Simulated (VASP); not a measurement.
# Cs (Im-3m) in VASP: elastic constants with PBEsol

Aim: the elastic constants of Cs with PBEsol.

Everything below comes from runs of VASP 6.6.1. Logs are shortened: lines on timing, memory, paths and dates and some standing lists are left out, and cuts for length are marked.

## (1) The cell of the first run

The structure is cubic, space group Im-3m (No. 229). Conventional cell: a = 6.257 Å, b = 6.257 Å, c = 6.257 Å, α = 90.00°, β = 90.00°, γ = 90.00°.

## (2) Elastic constants, PBEsol

INCAR

```
SYSTEM = Cs
PREC = Accurate
ENCUT = 600
EDIFF = 1E-8
ISMEAR = -1
SIGMA = 0.05
LREAL = .FALSE.
LASPH = .TRUE.
NELM = 100
ALGO = Normal
ISIF = 3
LWAVE = .FALSE.
LCHARG = .FALSE.
GGA = PS
IBRION = 6
NFREE = 2
POTIM = 0.015
NSW = 1
```

KPOINTS

```
regular mesh
0
G
  6 6 6
  0 0 0
```

POSCAR

```
Cs
1.0
   -3.1284650614      3.1284650614      3.1284650614
    3.1284650614     -3.1284650614      3.1284650614
    3.1284650614      3.1284650614     -3.1284650614
Cs
1
Direct
    0.0000000000      0.0000000000      0.0000000000
```

Potentials or basis: VASP PAW PBE potentials, release 64 (Cs_sv).

Launch:

```console
cat potpaw_PBE.64/Cs_sv/POTCAR > POTCAR
mpirun -np 1 vasp_std > vasp.out
```

OUTCAR:

```text
SYSTEM = Cs
   PREC = Accurate
   ENCUT = 600
   EDIFF = 1E-8
   ISMEAR = -1
   LREAL = .FALSE.
   LASPH = .TRUE.
   NELM = 100
   ISIF = 3
   GGA = PS
   IBRION = 6
   NFREE = 2
   POTIM = 0.015
   NSW = 1

 ion  position               nearest neighbor table
   1  0.000  0.000  0.000-

  LATTYP: Found a body centered cubic cell.
 ALAT       =     6.2569301228

  Lattice vectors:

 A1 = (  -3.1284650614,   3.1284650614,   3.1284650614)
 A2 = (   3.1284650614,  -3.1284650614,   3.1284650614)
 A3 = (   3.1284650614,   3.1284650614,  -3.1284650614)

Analysis of symmetry for initial positions (statically):
=====================================================================
 Subroutine PRICEL returns:
 Original cell was already a primitive cell.

 Routine SETGRP: Setting up the symmetry group for a
 body centered cubic supercell.

 Subroutine GETGRP returns: Found 48 space group operations
 (whereof 48 operations were pure point group operations)
 out of a pool of 48 trial point group operations.

The static configuration has the point symmetry O_h .

Analysis of symmetry for dynamics (positions and initial velocities):
=====================================================================
 Subroutine PRICEL returns:
 Original cell was already a primitive cell.

 Routine SETGRP: Setting up the symmetry group for a
 body centered cubic supercell.

 Subroutine GETGRP returns: Found 48 space group operations
 (whereof 48 operations were pure point group operations)
 out of a pool of 48 trial point group operations.

The dynamic configuration has the point symmetry O_h .

 Subroutine INISYM returns: Found 48 space group operations
 (whereof 48 operations are pure point group operations),
 and found     1 'primitive' translations

----------------------------------------------------------------------------------------

                                     Primitive cell

  volume of cell :     122.4768

  direct lattice vectors                    reciprocal lattice vectors
    -3.128465061  3.128465061  3.128465061     0.000000000  0.159822785  0.159822785
     3.128465061 -3.128465061  3.128465061     0.159822785  0.000000000  0.159822785
     3.128465061  3.128465061 -3.128465061     0.159822785  0.159822785  0.000000000

  length of vectors
     5.418660436  5.418660436  5.418660436     0.226023551  0.226023551  0.226023551

  position of ions in fractional coordinates (direct lattice)
     0.000000000  0.000000000  0.000000000

  ion indices of the primitive-cell ions
   primitive index   ion index
                 1           1

----------------------------------------------------------------------------------------

 KPOINTS: regular mesh

Automatic generation of k-mesh.
 Grid dimensions read from file:
 generate k-points for:    6    6    6

 Generating k-lattice:

  Cartesian coordinates                     Fractional coordinates (reciprocal lattice)
     0.000000000  0.026637131  0.026637131     0.166666667  0.000000000  0.000000000
     0.026637131  0.000000000  0.026637131     0.000000000  0.166666667  0.000000000
     0.026637131  0.026637131  0.000000000     0.000000000  0.000000000  0.166666667

[... 59 lines left out ...]
   NUPDOWN=      -1.0000    fix difference up-down
   EMIN   =  10.00;   EMAX   =-10.00  energy-range for DOS
   EFERMI =   0.00;   METHOD = LEGACY
   ISMEAR =    -1;   SIGMA  =   0.05  broadening in eV -4-tet -1-fermi 0-gaus
   EFERMI_NEDOS =   21; number of points for ismear=-14 and -15
   IALGO  =     38    algorithm
   IMIX   =      4    mixing-type and parameters
     AMIX     =   0.40;   BMIX     =  1.00
     AMIX_MAG =   1.60;   BMIX_MAG =  1.00
  volume/ion in A,a.u.               =     122.48       826.51
  Fermi-wavevector in a.u.,A,eV,Ry     =   0.685706  1.295796  6.397353  0.470192
  Thomas-Fermi vector in A             =   1.765724
   LORBIT       =      0    0 simple, 1 ext, 2 COOP (PROOUT), +10 PAW based schemes
   GGA     = PS    functional components
   LHFCALC =     F    Hartree Fock is set to
   AEXX    =    0.0000 exact exchange contribution
   IVDW    =     0    specifies the selected vdW correction
   LEPSILON=     F    determine dielectric tensor
   LRPA    =     F    only Hartree local field effects (RPA)
 finite differences with symmetry
 non-spin polarized calculation
  energy-cutoff  :      600.00
  volume of cell :      122.48
 maximum number of plane-waves:      4124
 NGX is ok and might be reduce to    48
   NGX = 21   NGY = 21   NGZ = 21

--------------------------------------- Ionic step        1  -------------------------------------------

 number of electron       9.0000000 magnetization

 Free energy of the ion-electron system (eV)
  ---------------------------------------------------
  ext. energy  EPLUGINS =         0.00000000
  ---------------------------------------------------
  free energy    TOTEN  =        -0.92966774 eV

  energy without entropy =       -0.91168170  energy(sigma->0) =       -0.92067472

------------------------ aborting loop because EDIFF is reached ----------------------------------------

  FORCE on cell =-STRESS in cart. coord.  units (eV):
  Direction    XX          YY          ZZ          XY          YZ          ZX
  --------------------------------------------------------------------------------------
  -------------------------------------------------------------------------------------
  Total       -0.1504572     -0.1504572     -0.1504572      0.0000000      0.0000000     -0.0000000
  in kB       -1.9682014     -1.9682014     -1.9682014      0.0000000      0.0000000     -0.0000000
  external PRESSURE =      -1.9682014 kB  Pullay stress =       0.0000000 kB
[... 86 lines left out ...]
  FREE ENERGIE OF THE ION-ELECTRON SYSTEM (eV)
  ---------------------------------------------------
  free  energy   TOTEN  =        -0.9317968188 eV

  energy  without entropy=       -0.9138167675  energy(sigma->0) =       -0.92280679

[... ionic steps 4 to 12 ...]

--------------------------------------- Ionic step       13  -------------------------------------------

 number of electron       9.0000000 magnetization

------------------------ aborting loop because EDIFF is reached ----------------------------------------
[... 65 lines left out ...]
--------------------------------------- Ionic step       15  -------------------------------------------

 number of electron       9.0000000 magnetization

 Free energy of the ion-electron system (eV)
  ---------------------------------------------------
  ext. energy  EPLUGINS =         0.00000000
  ---------------------------------------------------
  free energy    TOTEN  =        -0.92966721 eV

  energy without entropy =       -0.91168117  energy(sigma->0) =       -0.92067419

 E-fermi :   0.2322     XC(G=0):  -5.3152

 val. band max:        0.1063022304   @ k =   0.1667   0.1667   0.1667
 cond. band min:       0.2490417546   @ k =   0.3333   0.1667   0.0000
 fundamental gap:      0.1427395242
 Fermi energy:         0.2321710428

 k-point     1 :       0.0000    0.0000    0.0000
  band No.  band energies     occupation
      1     -23.6598      2.00000
      2     -10.3875      2.00000
      3     -10.3875      2.00000
      4     -10.3875      2.00000
      5      -1.3907      2.00000
      6       2.6883      0.00000
      7       2.6883      0.00000
      8       2.6883      0.00000
[... 191 lines left out ...]
  FREE ENERGIE OF THE ION-ELECTRON SYSTEM (eV)
  ---------------------------------------------------
  free  energy   TOTEN  =        -0.9296672079 eV

  energy  without entropy=       -0.9116811682  energy(sigma->0) =       -0.92067419

 INTERNAL STRAIN TENSORS FROM STRAINED CELLS
 ============================================

 INTERNAL STRAIN TENSOR FOR ION    1 for displacements in x,y,z  (eV/Angst):
          X           Y           Z          XY          YZ          ZX
  --------------------------------------------------------------------------------
  x     0.00000     0.00000     0.00000    -0.00000    -0.00000     0.00000
  y    -0.00000    -0.00000    -0.00000    -0.00000     0.00000    -0.00000
  z     0.00000     0.00000     0.00000    -0.00000    -0.00000     0.00000

 INTERNAL STRAIN TENSORS FROM DISPLACED ATOMS
 ============================================

 INTERNAL STRAIN TENSOR FOR ION    1 for displacements in x,y,z  (eV/Angst):
          X           Y           Z          XY          YZ          ZX
  --------------------------------------------------------------------------------
  x     0.00000     0.00000     0.00000     0.00000     0.00000     0.00000
  y     0.00000     0.00000     0.00000     0.00000     0.00000     0.00000
  z     0.00000     0.00000     0.00000     0.00000     0.00000     0.00000

 Eigenvectors and eigenvalues of the dynamical matrix
 ----------------------------------------------------

   1 f  =    0.000000 THz     0.000000 2PiTHz    0.000000 cm-1     0.000000 meV
             X         Y         Z           dx          dy          dz
      0.000000  0.000000  0.000000    -0.061256    0.998122    0.000000

   2 f  =    0.000000 THz     0.000000 2PiTHz    0.000000 cm-1     0.000000 meV
             X         Y         Z           dx          dy          dz
      0.000000  0.000000  0.000000     0.998122    0.061256    0.000000

   3 f  =    0.000000 THz     0.000000 2PiTHz    0.000000 cm-1     0.000000 meV
             X         Y         Z           dx          dy          dz
      0.000000  0.000000  0.000000     0.000000    0.000000    1.000000

--------------------------------------------------------------------------------------------------------

 ELASTIC MODULI CONTR FROM IONIC RELAXATION (kBar)
 Direction    XX          YY          ZZ          XY          YZ          ZX
 --------------------------------------------------------------------------------
 XX           0.0000      0.0000      0.0000      0.0000      0.0000      0.0000
 YY           0.0000      0.0000      0.0000      0.0000      0.0000      0.0000
 ZZ           0.0000      0.0000      0.0000      0.0000      0.0000      0.0000
 XY           0.0000      0.0000      0.0000      0.0000      0.0000      0.0000
 YZ           0.0000      0.0000      0.0000      0.0000      0.0000      0.0000
 ZX           0.0000      0.0000      0.0000      0.0000      0.0000      0.0000
 --------------------------------------------------------------------------------

 TOTAL ELASTIC MODULI (kBar)
 Direction    XX          YY          ZZ          XY          YZ          ZX
 --------------------------------------------------------------------------------
 XX          16.1815     15.2802     15.2802      0.0000     -0.0000     -0.0000
 YY          15.2802     16.1815     15.2802      0.0000      0.0000     -0.0000
 ZZ          15.2802     15.2802     16.1815      0.0000      0.0000      0.0000
 XY           0.0000      0.0000      0.0000      0.5320      0.0000      0.0000
 YZ          -0.0000      0.0000      0.0000      0.0000      0.5320      0.0000
 ZX          -0.0000     -0.0000      0.0000      0.0000      0.0000      0.5320
 --------------------------------------------------------------------------------
```

Wall time 7.2 min (1 thread of Intel Xeon Platinum 8488C (Sapphire Rapids), shared host); peak memory 0.42 GiB.

Results:

```
Elastic constants C11, C12, C44 : 2, 2, 0 GPa
Voigt bulk modulus              : 2 GPa
```

Elastic tensor in Voigt notation (GPa, in the Cartesian axes of the cell as first typed):
```
2 2 2 0 0 0
2 2 2 0 0 0
2 2 2 0 0 0
0 0 0 0 0 0
0 0 0 0 0 0
0 0 0 0 0 0
```

Clamped-ion elastic tensor (GPa):
```
2 2 2 0 0 0
2 2 2 0 0 0
2 2 2 0 0 0
0 0 0 0 0 0
0 0 0 0 0 0
0 0 0 0 0 0
```

Caveat: the PAW data sets were made with another functional, which shifts forces and pressure a little; spin-orbit coupling is left out, which moves the levels of the heavy elements.
